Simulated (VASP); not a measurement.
Set up this calculation in VASP 6.6.1, as the native input.

- Task: single point
- Functional: LDA
- Potentials or basis: VASP PAW LDA potentials, release 64 (Ti_sv)
- Cutoff: 520 eV
- k mesh: 15 × 15 × 15
- Occupations: fermi-dirac, width 0.1 eV
- Spin: no spin polarisation
- Dipole correction: no
- Further INCAR settings: ALGO = Normal; EDIFF = 1e-06; NBANDS = 12

The structure of Ti lies in POSCAR:

```
Ti
1.0
    0.0000000000      2.0024352018      2.0024352018
    2.0024352018      0.0000000000      2.0024352018
    2.0024352018      2.0024352018      0.0000000000
Ti
1
Direct
    0.0000000000      0.0000000000      0.0000000000
```

These files were run (other wordings do the same):

INCAR

```
  PREC = Accurate
  ENCUT = 520
  EDIFF = 1E-6
  ISMEAR = -1
  SIGMA = 0.1
  LREAL = False
  LASPH = True
  NELM = 100
  ALGO = Normal
  ISIF = 2
  LWAVE = False
  LCHARG = False
  NBANDS = 12
```

KPOINTS

```
Automatic mesh
0
Gamma
  15 15 15
```

Potentials or basis: VASP PAW LDA potentials, release 64 (Ti_sv).

Launch:

```sh
$ cat potpaw_LDA.64/Ti_sv/POTCAR > POTCAR
$ mpirun -np 1 vasp_std > vasp.out
```

It gave:

The pressure is -0.1 GPa. The band gap on the k mesh is zero (band 6 reaches 9.73 eV, above the bottom of band 7 at 8.52 eV).

Wall time 16 s on 1 thread of Intel(R) Xeon(R) 6975P-C (Granite Rapids), with other jobs on the host, peak memory 0.14 GiB.
